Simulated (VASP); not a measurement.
# Rh (I4_1/amd) in VASP: a series of runs, part 2 of 2

VASP 6.6.1.

## 4. Relaxation of cell and atoms, PBEsol

File INCAR:

```
SYSTEM = Rh
PREC     = Accurate       ! precision mode
ENCUT    = 500            ! plane-wave cutoff, eV
EDIFF    = 1E-7           ! SCF threshold, eV
ISMEAR   = 0              ! smearing method
SIGMA    = 0.1            ! smearing width, eV
LREAL    = .FALSE.        ! projectors in reciprocal space
LASPH    = .TRUE.         ! aspherical terms in the spheres
NELM     = 120            ! most SCF steps
ALGO     = Normal         ! electronic algorithm
ISIF     = 3              ! what is computed and relaxed
LWAVE    = .FALSE.        ! write WAVECAR
LCHARG   = .FALSE.        ! write CHGCAR
GGA      = PS             ! functional
IBRION   = 2              ! ionic algorithm
NSW      = 90             ! ionic steps
EDIFFG   = -0.04          ! ionic threshold
GGA_COMPAT= .FALSE.      
NELMIN   = 4
```

File KPOINTS:

```
regular mesh
0
G
  8 8 8
  0 0 0
```

File POSCAR:

```
Rh
1.0
   -2.3493979282      2.3493979282      1.2816399384
    2.3493979282     -2.3493979282      1.2816399384
    2.3493979282      2.3493979282     -1.2816399384
Rh
2
Direct
    0.0000000000      0.0000000000      0.0000000000
    0.7500000000      0.2500000000      0.5000000000
```

Potentials or basis: VASP PAW PBE potentials, release 64 (Rh_pv).

On the command line:

```
$ cat potpaw_PBE.64/Rh_pv/POTCAR > POTCAR
$ mpirun -np 1 vasp_std > vasp.out
```

OUTCAR:

```text
SYSTEM = Rh
   PREC = Accurate
   ENCUT = 500
   EDIFF = 1E-7
   ISMEAR = 0
   LREAL = .FALSE.
   LASPH = .TRUE.
   NELM = 120
   ISIF = 3
   GGA = PS
   IBRION = 2
   NSW = 90
   EDIFFG = -0.04
   NELMIN = 4

 ion  position               nearest neighbor table
   1  0.000  0.000  0.000-   2 2.44   2 2.44   2 2.44   2 2.44   2 3.04   2 3.04   2 3.04   2 3.04

   2  0.750  0.250  0.500-   1 2.44   1 2.44   1 2.44   1 2.44   1 3.04   1 3.04   1 3.04   1 3.04

  LATTYP: Found a body centered tetragonal cell.
 ALAT       =     4.6987958564
 C/A-ratio  =     0.5455184594

  Lattice vectors:

 A1 = (  -2.3493979282,   2.3493979282,   1.2816399384)
 A2 = (   2.3493979282,  -2.3493979282,   1.2816399384)
 A3 = (   2.3493979282,   2.3493979282,  -1.2816399384)

Analysis of symmetry for initial positions (statically):
=====================================================================
 Subroutine PRICEL returns:
 Original cell was already a primitive cell.

 Routine SETGRP: Setting up the symmetry group for a
 body centered tetragonal supercell.

 Subroutine GETGRP returns: Found 16 space group operations
 (whereof  8 operations were pure point group operations)
 out of a pool of 16 trial point group operations.

The static configuration has the point symmetry D_2d.
 The point group associated with its full space group is D_4h.

Analysis of symmetry for dynamics (positions and initial velocities):
=====================================================================
 Subroutine PRICEL returns:
 Original cell was already a primitive cell.

 Routine SETGRP: Setting up the symmetry group for a
 body centered tetragonal supercell.

 Subroutine GETGRP returns: Found 16 space group operations
 (whereof  8 operations were pure point group operations)
 out of a pool of 16 trial point group operations.

The dynamic configuration has the point symmetry D_2d.
 The point group associated with its full space group is D_4h.

 Subroutine INISYM returns: Found 16 space group operations
 (whereof  8 operations are pure point group operations),
 and found     1 'primitive' translations
[... 120 lines left out ...]
   GGA     = PS    functional components
   LHFCALC =     F    Hartree Fock is set to
   AEXX    =    0.0000 exact exchange contribution
   IVDW    =     0    specifies the selected vdW correction
   LEPSILON=     F    determine dielectric tensor
   LRPA    =     F    only Hartree local field effects (RPA)
 conjugate gradient relaxation of ions
 non-spin polarized calculation
 Gauss-broadening in eV      SIGMA  =   0.10
  energy-cutoff  :      500.00
  volume of cell :       28.30
 maximum number of plane-waves:       735
 NGX is ok and might be reduce to    28
   NGX = 13   NGY = 13   NGZ = 13

--------------------------------------- Ionic step        1  -------------------------------------------

 number of electron      29.9999994 magnetization

 Free energy of the ion-electron system (eV)
  ---------------------------------------------------
  ext. energy  EPLUGINS =         0.00000000
  ---------------------------------------------------
  free energy    TOTEN  =       -14.93366539 eV

  energy without entropy =      -14.91758535  energy(sigma->0) =      -14.92562537

------------------------ aborting loop because EDIFF is reached ----------------------------------------

  FORCE on cell =-STRESS in cart. coord.  units (eV):
  Direction    XX          YY          ZZ          XY          YZ          ZX
  --------------------------------------------------------------------------------------
  -------------------------------------------------------------------------------------
  Total        1.9143636      1.9143636      4.1167449      0.0000000     -0.0000000      0.0000000
  in kB      108.3916493    108.3916493    233.0909190      0.0000000     -0.0000000      0.0000000
  external PRESSURE =     149.9580725 kB  Pullay stress =       0.0000000 kB
[... 23 lines left out ...]
--------------------------------------- Ionic step        2  -------------------------------------------

 number of electron      29.9999993 magnetization

 E-fermi :   8.3348     XC(G=0): -12.7946

 val. band max:        8.3186995797   @ k =   0.5000   0.5000   0.0000
 cond. band min:       8.3511376637   @ k =   0.5000   0.2500   0.1250
 fundamental gap:      0.0324380839
 Fermi energy:         8.3348016588

 k-point     1 :       0.0000    0.0000    0.0000
  band No.  band energies     occupation
      1     -38.1094      2.00000
      2     -38.1094      2.00000
      3     -37.6225      2.00000
      4     -37.6090      2.00000
      5     -37.5822      2.00000
      6     -37.5822      2.00000
[... 662 lines left out ...]
--------------------------------------- Ionic step        6  -------------------------------------------

 number of electron      29.9999998 magnetization

 Free energy of the ion-electron system (eV)
  ---------------------------------------------------
  ext. energy  EPLUGINS =         0.00000000
  ---------------------------------------------------
  free energy    TOTEN  =       -15.03203062 eV

  energy without entropy =      -15.01734227  energy(sigma->0) =      -15.02468645

 E-fermi :  10.3521     XC(G=0): -13.5832

 val. band max:       10.3483090954   @ k =  -0.2500  -0.2500   0.1250
 cond. band min:      10.3542724212   @ k =   0.5000   0.2500   0.1250
 fundamental gap:      0.0059633258
 Fermi energy:        10.3520851807

 k-point     1 :       0.0000    0.0000    0.0000
  band No.  band energies     occupation
      1     -36.4941      2.00000
      2     -36.4941      2.00000
      3     -35.7909      2.00000
      4     -35.7744      2.00000
      5     -35.7200      2.00000
      6     -35.7200      2.00000
[... 548 lines left out ...]
  FREE ENERGIE OF THE ION-ELECTRON SYSTEM (eV)
  ---------------------------------------------------
  free  energy   TOTEN  =       -15.0320306231 eV

  energy  without entropy=      -15.0173422702  energy(sigma->0) =      -15.02468645

 reached required accuracy - stopping structural energy minimisation
```

OSZICAR:

```text
N       E                     dE             d eps       ncg     rms          rms(c)
DAV:   1     0.322179641389E+03    0.32218E+03   -0.18559E+04  2242   0.175E+03
[... 59 lines left out ...]
DAV:   1    -0.150502376752E+02   -0.19275E-01   -0.52331E-01  2305   0.653E+00    0.863E-01
DAV:   2    -0.150341680594E+02    0.16070E-01   -0.25951E-02  2306   0.163E+00    0.278E-01
DAV:   3    -0.150320783157E+02    0.20897E-02   -0.52560E-03  2412   0.524E-01    0.692E-02
DAV:   4    -0.150320370587E+02    0.41257E-04   -0.21565E-04  2441   0.163E-01    0.312E-02
DAV:   5    -0.150320309887E+02    0.60700E-05   -0.32895E-05  2380   0.551E-02    0.680E-03
DAV:   6    -0.150320305346E+02    0.45417E-06   -0.34492E-06  2311   0.167E-02    0.233E-03
DAV:   7    -0.150320306231E+02   -0.88579E-07   -0.15793E-07  1520   0.361E-03
   6 F= -.15032031E+02 E0= -.15024686E+02  d E =-.891836E-02
```

CONTCAR:

```text
Rh
   1.00000000000000
    -2.3642177093798007    2.3642177093798007    1.3386871997511847
     2.3642177093798007   -2.3642177093798007    1.3386871997511847
     2.3642177093798007    2.3642177093798007   -1.3386871997511847
  Rh
     2
Direct
     0.0000000000000000    0.0000000000000000    0.0000000000000000
     0.7500000000000000    0.2500000000000000    0.5000000000000000

  0.00000000E+00  0.00000000E+00  0.00000000E+00
  0.00000000E+00  0.00000000E+00  0.00000000E+00
```

Run time: 1.7 min. Hardware: 1 thread of Intel Xeon 6975P-C, shared host; peak memory 0.18 GiB.

Results:

```yaml
Free_energy: -15.0320 eV
Relaxed_volume: 14.97 Å³/atom
Relaxed_cell: a = 3.602 Å, b = 3.602 Å, c = 3.602 Å, α = 97.94°, β = 97.94°, γ = 136.36°
Space_group_after_relaxing_to_0.05_Å: I4_1/amd (No. 141)
Energy_gained_by_relaxing: 49.2 meV/atom
Ionic_steps: 6
Pressure_after_relaxing: 0.2 GPa
Band_gap_on_the_k_mesh: zero (band 15 reaches 11.49 eV, above the bottom of band 16 at 9.50 eV)
```

Step by step:
```
step  energy change (eV)  largest force (eV/Å)  pressure (GPa)  volume (Å³)
   1              0.0000                0.0000           15.00        28.30
   2              0.2187                0.0000          -21.90        34.05
   3             -0.0893                0.0000           -1.84        30.15
   4             -0.0894                0.0000           -1.27        30.08
   5             -0.0973                0.0000            0.75        29.88
   6             -0.0984                0.0000            0.17        29.93
```

Final structure:
```
Rh
1.0
    -2.36422    2.36422    1.33869
     2.36422   -2.36422    1.33869
     2.36422    2.36422   -1.33869
Rh
2
Direct
  0.00000 0.00000 0.00000
  0.75000 0.25000 0.50000
```

Levels at points of the mesh, in eV from the Fermi level:
```
           k point  band 11  band 12  band 13  band 14  band 15  band 16  band 17  band 18  band 19
(0.00, 0.00, 0.00)    -3.65    -1.06    -1.06    -0.98    -0.98     1.01     2.05     6.86     6.86
(0.50, 0.00, 0.00)    -2.38    -1.90    -0.87    -0.61     0.45     0.57     2.72     6.26     8.21
(0.50, 0.50, 0.00)    -3.19    -3.19    -1.18    -1.18    -0.01    -0.01     0.55     0.55    13.38
(0.50, 0.50, 0.50)    -1.37    -1.37    -0.76    -0.76    -0.64    -0.64     0.20     0.20     7.26
```

Caveat: the PAW data sets were made with another functional, which shifts forces and pressure a little.

## 5. Overview

| task | cell | gap on the mesh (eV) | pressure (GPa) |
| --- | --- | --- | --- |
| single point | a = 3.561 Å, angles 97.4, 97.4, 137.8°, 2 atoms | none | 15.0 |
| single point | a = 3.602 Å, angles 97.9, 97.9, 136.3°, 2 atoms | none | 0.1 |
| relaxation of cell and atoms | relaxed from a = 3.561 Å, angles 97.4, 97.4, 137.8°, 2 atoms | none | 0.2 |

Alike in all rows: level PBEsol; potentials or basis VASP PAW PBE potentials, release 64 (Rh_pv); no spin polarisation; k mesh 8 × 8 × 8; cutoff (eV) 500; smearing gaussian 0.1 eV.

Caveats: the PAW data sets were made with another functional, which shifts forces and pressure a little.

Total energies depend on the potentials used, so only differences within one code and one set of settings carry meaning.
